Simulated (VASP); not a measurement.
# AlNi3 (I4mm) in VASP: single point with PBEsol

Aim: the single point of AlNi3 with PBEsol.

Everything below comes from runs of VASP 6.6.1. Logs are shortened: lines on timing, memory, paths and dates and some standing lists are left out, and cuts for length are marked.

## 1. The cell of the first run

The structure is tetragonal, space group I4mm (No. 107). Conventional cell: a = 3.962 Å, b = 3.962 Å, c = 5.604 Å, α = 90.00°, β = 90.00°, γ = 90.00°. Within 3.1 Å of Al (site symmetry 4mm) lie 14 Ni at 2.34 to 2.95 Å. Within 3.1 Å of Ni (site symmetry 2mm) lie 4 Al at 2.34 to 2.52 Å and 10 Ni at 2.43 to 2.80 Å. Ni (site symmetry 4mm) has 8 Ni at 2.43 Å and 6 Al at 2.65 to 2.95 Å within 3.2 Å.

## 2. Single point, PBEsol

The input, INCAR:

```
SYSTEM = AlNi3
ALGO = Fast
EDIFF = 1E-6
ENCUT = 520
GGA = PS
ISIF = 2
ISMEAR = 0
LASPH = .TRUE.
LCHARG = .FALSE.
LREAL = .FALSE.
LWAVE = .FALSE.
NBANDS = 24
NELM = 100
PREC = Accurate
SIGMA = 0.05
```

The input, KPOINTS:

```
k-points
0
G
  10 10 10
  0 0 0
```

The input, POSCAR:

```
AlNi3
1.0
    0.0000000000      2.8018887551      2.8018887551
    2.8018887551      0.0000000000      2.8018887551
    2.8018887551      2.8018887551      0.0000000000
Al Ni
1 3
Direct
    0.5267676580      0.4732323420      0.5267676580
    0.2500000000      0.2500000000      0.2500000000
    0.0000000000      0.0000000000      0.0000000000
    0.7500000000      0.7500000000      0.7500000000
```

Potentials or basis: VASP PAW PBE potentials, release 64 (Al, Ni).

The run is started by

```
$ cat potpaw_PBE.64/Al/POTCAR potpaw_PBE.64/Ni/POTCAR > POTCAR
$ mpirun -np 1 vasp_std > vasp.out
```

OUTCAR:

```text
SYSTEM = AlNi3
   EDIFF = 1E-6
   ENCUT = 520
   GGA = PS
   ISIF = 2
   ISMEAR = 0
   LASPH = .TRUE.
   LREAL = .FALSE.
   NELM = 100
   PREC = Accurate

 ion  position               nearest neighbor table
   1  0.527  0.473  0.527-   2 2.34   2 2.34   4 2.34   4 2.34   2 2.52   2 2.52   4 2.52   4 2.52
                             3 2.65   3 2.81   3 2.81   3 2.81   3 2.81   3 2.95
   2  0.250  0.250  0.250-   1 2.34   1 2.34   3 2.43   3 2.43   3 2.43   3 2.43   1 2.52   1 2.52
                             4 2.80   4 2.80   4 2.80   4 2.80   4 2.80   4 2.80
   3  0.000  0.000  0.000-   4 2.43   2 2.43   4 2.43   2 2.43   4 2.43   4 2.43   2 2.43   2 2.43
                             1 2.65   1 2.81   1 2.81   1 2.81   1 2.81   1 2.95
   4  0.750  0.750  0.750-   1 2.34   1 2.34   3 2.43   3 2.43   3 2.43   3 2.43   1 2.52   1 2.52
                             2 2.80   2 2.80   2 2.80   2 2.80   2 2.80   2 2.80

  LATTYP: Found a face centered cubic cell.
 ALAT       =     5.6037775102

  Lattice vectors:

 A1 = (   0.0000000000,   2.8018887551,   2.8018887551)
 A2 = (   2.8018887551,   0.0000000000,   2.8018887551)
 A3 = (   2.8018887551,   2.8018887551,   0.0000000000)

Analysis of symmetry for initial positions (statically):
=====================================================================
 Subroutine PRICEL returns:
 Original cell was already a primitive cell.

 Routine SETGRP: Setting up the symmetry group for a
 face centered cubic supercell.

 Subroutine GETGRP returns: Found  8 space group operations
 (whereof  8 operations were pure point group operations)
 out of a pool of 48 trial point group operations.

The static configuration has the point symmetry C_4v.

Analysis of symmetry for dynamics (positions and initial velocities):
=====================================================================
 Subroutine PRICEL returns:
 Original cell was already a primitive cell.

 Routine SETGRP: Setting up the symmetry group for a
 face centered cubic supercell.

 Subroutine GETGRP returns: Found  8 space group operations
 (whereof  8 operations were pure point group operations)
 out of a pool of 48 trial point group operations.

The dynamic configuration has the point symmetry C_4v.

 Subroutine INISYM returns: Found  8 space group operations
 (whereof  8 operations are pure point group operations),
 and found     1 'primitive' translations

----------------------------------------------------------------------------------------

                                     Primitive cell

  volume of cell :      43.9929

  direct lattice vectors                    reciprocal lattice vectors
     0.000000000  2.801888755  2.801888755    -0.178451053  0.178451053  0.178451053
     2.801888755  0.000000000  2.801888755     0.178451053 -0.178451053  0.178451053
     2.801888755  2.801888755  0.000000000     0.178451053  0.178451053 -0.178451053

  length of vectors
     3.962469078  3.962469078  3.962469078     0.309086291  0.309086291  0.309086291

  position of ions in fractional coordinates (direct lattice)
     0.526767658  0.473232342  0.526767658
     0.250000000  0.250000000  0.250000000
     0.000000000  0.000000000  0.000000000
     0.750000000  0.750000000  0.750000000

  ion indices of the primitive-cell ions
   primitive index   ion index
                 1           1
                 2           2
                 3           3
                 4           4

----------------------------------------------------------------------------------------

 KPOINTS: k-points

Automatic generation of k-mesh.
 Grid dimensions read from file:
 generate k-points for:   10   10   10

 Generating k-lattice:

  Cartesian coordinates                     Fractional coordinates (reciprocal lattice)
    -0.017845105  0.017845105  0.017845105     0.100000000  0.000000000  0.000000000
     0.017845105 -0.017845105  0.017845105     0.000000000  0.100000000  0.000000000
     0.017845105  0.017845105 -0.017845105     0.000000000  0.000000000  0.100000000

  Length of vectors
     0.030908629  0.030908629  0.030908629

  Shift w.r.t. Gamma in fractional coordinates (k-lattice)
     0.000000000  0.000000000  0.000000000

 Subroutine IBZKPT returns following result:
 ===========================================

 Found    102 irreducible k-points:

 Following reciprocal coordinates:
            Coordinates               Weight
  0.000000  0.000000  0.000000      1.000000
  0.100000  0.000000  0.000000      8.000000
  0.200000  0.000000  0.000000      8.000000
  0.300000  0.000000  0.000000      8.000000
  0.400000  0.000000  0.000000      8.000000
  0.500000  0.000000  0.000000      4.000000
[... 16 lines left out ...]
 -0.100000  0.100000  0.000000      8.000000
  0.100000  0.000000 -0.100000      4.000000
 [... further k-points ...]
   k-points           NKPTS =    102   k-points in BZ     NKDIM =    102   number of bands    NBANDS=     24
   number of dos      NEDOS =    301   number of ions     NIONS =      4
   total plane-waves  NPLWV =  27000
   dimension x,y,z NGX =    30 NGY =   30 NGZ =   30
   dimension x,y,z NGXF=    60 NGYF=   60 NGZF=   60
   ions per type =               1   3
   NGX,Y,Z   is equivalent  to a cutoff of  12.59, 12.59, 12.59 a.u.
   NGXF,Y,Z  is equivalent  to a cutoff of  25.17, 25.17, 25.17 a.u.
 SYSTEM =  AlNi3
   PREC   = accura    normal or accurate (medium, high low for compatibility)
   ISTART =      0    job   : 0-new  1-cont  2-samecut
   ICHARG =      2    charge: 1-file 2-atom 10-const
   ISPIN  =      1    spin polarized calculation?
   LNONCOLLINEAR =      F non collinear calculations
   LSORBIT =      F    spin-orbit coupling
   LASPH  =      T    aspherical Exc in radial PAW
   ENCUT  =  520.0 eV  38.22 Ry    6.18 a.u.   7.37  7.37  7.37*2*pi/ulx,y,z
   NELM   =    100;   NELMIN=  2; NELMDL= -5     # of ELM steps
   EDIFF  = 0.1E-05   stopping-criterion for ELM
   LREAL  =      F    real-space projection
   EDIFFG = 0.1E-04   stopping-criterion for IOM
   NSW    =      0    number of steps for IOM
   IBRION =     -1    ionic relax: 0-MD 1-quasi-New 2-CG
   NFREE  =      0    steps in history (QN), initial steepest desc. (CG)
   ISIF   =      2    stress and relaxation
   ISYM   =      2    0-nonsym 1-usesym 2-fastsym
   POTIM  = 0.5000    time-step for ionic-motion
   TEBEG  =    0.0;   TEEND  =   0.0 temperature during run
   PSTRESS=    0.0 pullay stress
   NELECT =      33.0000    total number of electrons
   NUPDOWN=      -1.0000    fix difference up-down
   EMIN   =  10.00;   EMAX   =-10.00  energy-range for DOS
   EFERMI =   0.00;   METHOD = LEGACY
   ISMEAR =     0;   SIGMA  =   0.05  broadening in eV -4-tet -1-fermi 0-gaus
   EFERMI_NEDOS =   21; number of points for ismear=-14 and -15
   IALGO  =     68    algorithm
   IMIX   =      4    mixing-type and parameters
     AMIX     =   0.40;   BMIX     =  1.00
     AMIX_MAG =   1.60;   BMIX_MAG =  1.00
  volume/ion in A,a.u.               =      11.00        74.22
  Fermi-wavevector in a.u.,A,eV,Ry     =   1.487483  2.810935 30.104316  2.212605
  Thomas-Fermi vector in A             =   2.600638
   LORBIT       =      0    0 simple, 1 ext, 2 COOP (PROOUT), +10 PAW based schemes
   GGA     = PS    functional components
   LHFCALC =     F    Hartree Fock is set to
   AEXX    =    0.0000 exact exchange contribution
   IVDW    =     0    specifies the selected vdW correction
   LEPSILON=     F    determine dielectric tensor
   LRPA    =     F    only Hartree local field effects (RPA)
 non-spin polarized calculation
 RMM-DIIS sequential band-by-band and
 Gauss-broadening in eV      SIGMA  =   0.05
  energy-cutoff  :      520.00
  volume of cell :       43.99
 maximum number of plane-waves:      1243
 NGX is ok and might be reduce to    30
   NGX = 15   NGY = 15   NGZ = 15

 number of electron      33.0000016 magnetization

 Free energy of the ion-electron system (eV)
  ---------------------------------------------------
  ext. energy  EPLUGINS =         0.00000000
  ---------------------------------------------------
  free energy    TOTEN  =       -23.97110935 eV

  energy without entropy =      -23.96877973  energy(sigma->0) =      -23.96994454

 E-fermi :   9.7941     XC(G=0): -12.9585

 val. band max:        9.7936934909   @ k =   0.5000   0.4000   0.0000
 cond. band min:       9.7991636532   @ k =  -0.3000   0.5000   0.2000
 fundamental gap:      0.0054701623
 Fermi energy:         9.7941158842

 k-point     1 :       0.0000    0.0000    0.0000
  band No.  band energies     occupation
      1      -0.4079      2.00000
      2       6.0607      2.00000
      3       6.1804      2.00000
      4       6.3195      2.00000
      5       6.3195      2.00000
      6       6.4331      2.00000
[... 16 lines left out ...]
     23      17.0899      0.00000
     24      18.3969      0.00000

 k-point     2 :       0.1000    0.0000    0.0000
  band No.  band energies     occupation
      1      -0.2591      2.00000
      2       6.0404      2.00000
      3       6.1323      2.00000
      4       6.2619      2.00000
      5       6.4469      2.00000
      6       6.5094      2.00000
[... 16 lines left out ...]
     23      17.6125      0.00000
     24      18.1316      0.00000

 k-point     3 :       0.2000    0.0000    0.0000
  band No.  band energies     occupation
      1       0.1812      2.00000
      2       5.9199      2.00000
      3       6.1217      2.00000
      4       6.1373      2.00000
      5       6.6734      2.00000
      6       6.7042      2.00000
[... 16 lines left out ...]
     23      17.9279      0.00000
     24      18.3637      0.00000
[... 514 lines left out ...]
 k-point    23 :      -0.1000    0.1000    0.0000
  band No.  band energies     occupation
      1      -0.0135      2.00000
      2       5.9380      2.00000
      3       6.0687      2.00000
      4       6.4070      2.00000
      5       6.4520      2.00000
      6       6.6472      2.00000
[... 16 lines left out ...]
     23      17.1220      0.00000
     24      17.5208      0.00000

 k-point    24 :       0.1000    0.0000   -0.1000
  band No.  band energies     occupation
      1      -0.0131      2.00000
      2       5.9880      2.00000
      3       6.0563      2.00000
      4       6.2775      2.00000
      5       6.5722      2.00000
      6       6.6204      2.00000
[... 16 lines left out ...]
     23      17.1531      0.00000
     24      17.5182      0.00000

 [... further k-points ...]
[... 5 lines left out ...]
  --------------------------------------------------------------------------------------
  -------------------------------------------------------------------------------------
  Total        0.1631913     -0.0522020      0.1631913     -0.0000000      0.0000000      0.0000000
  in kB        5.9432625     -1.9011459      5.9432625     -0.0000000      0.0000000      0.0000000
  external PRESSURE =       3.3284597 kB  Pullay stress =       0.0000000 kB

 VOLUME and BASIS-vectors are now :
 -----------------------------------------------------------------------------
  energy-cutoff  :      520.00
  volume of cell :       43.99
      direct lattice vectors                 reciprocal lattice vectors
     0.000000000  2.801888755  2.801888755    -0.178451053  0.178451053  0.178451053
     2.801888755  0.000000000  2.801888755     0.178451053 -0.178451053  0.178451053
     2.801888755  2.801888755  0.000000000     0.178451053  0.178451053 -0.178451053

 POSITION                                       TOTAL-FORCE (eV/Angst)
 -----------------------------------------------------------------------------------
      2.80189      2.95189      2.80189         0.000000     -1.376252      0.000000
      1.40094      1.40094      1.40094         0.000000      0.567635      0.000000
      0.00000      0.00000      0.00000         0.000000      0.240982      0.000000
      4.20283      4.20283      4.20283        -0.000000      0.567635     -0.000000
 -----------------------------------------------------------------------------------
    total drift:                                0.000000      0.000209      0.000000

  FREE ENERGIE OF THE ION-ELECTRON SYSTEM (eV)
  ---------------------------------------------------
  free  energy   TOTEN  =       -23.9711093524 eV

  energy  without entropy=      -23.9687797327  energy(sigma->0) =      -23.96994454
```

It took 4.4 min on 1 thread of Intel Xeon 8259CL, shared host; peak memory 0.23 GiB.

Results:

```yaml
Free_energy: -23.9711 eV
Pressure: 0.3 GPa
Largest_force: 1.376 eV/Å
Band_gap_on_the_k_mesh: zero (an odd number of electrons rules out a gap without spin polarisation)
```

Forces in eV/Å, atoms in the order of the input:
```
Al   0.000 -1.376  0.000
Ni   0.000  0.568  0.000
Ni   0.000  0.241  0.000
Ni   0.000  0.568  0.000
```

Levels at points of the mesh, in eV from the Fermi level:
```
           k point  band 12  band 13  band 14  band 15  band 16  band 17  band 18  band 19  band 20  band 21
(0.00, 0.00, 0.00)    -0.90    -0.56    -0.55    -0.52    -0.51     5.32     5.32     5.47     5.88     6.08
(0.50, 0.00, 0.00)    -1.73    -0.64    -0.64    -0.47    -0.47    -0.14     4.26     4.28     4.87     4.88
(0.50, 0.50, 0.00)    -1.13    -1.06    -0.75    -0.59    -0.36    -0.35    -0.34    -0.03     4.27     4.66
(0.50, 0.00, 0.50)    -1.20    -1.07    -0.74    -0.59    -0.37    -0.34    -0.34    -0.03     4.26     4.69
```

Caveat: the PAW data sets were made with another functional, which shifts forces and pressure a little.
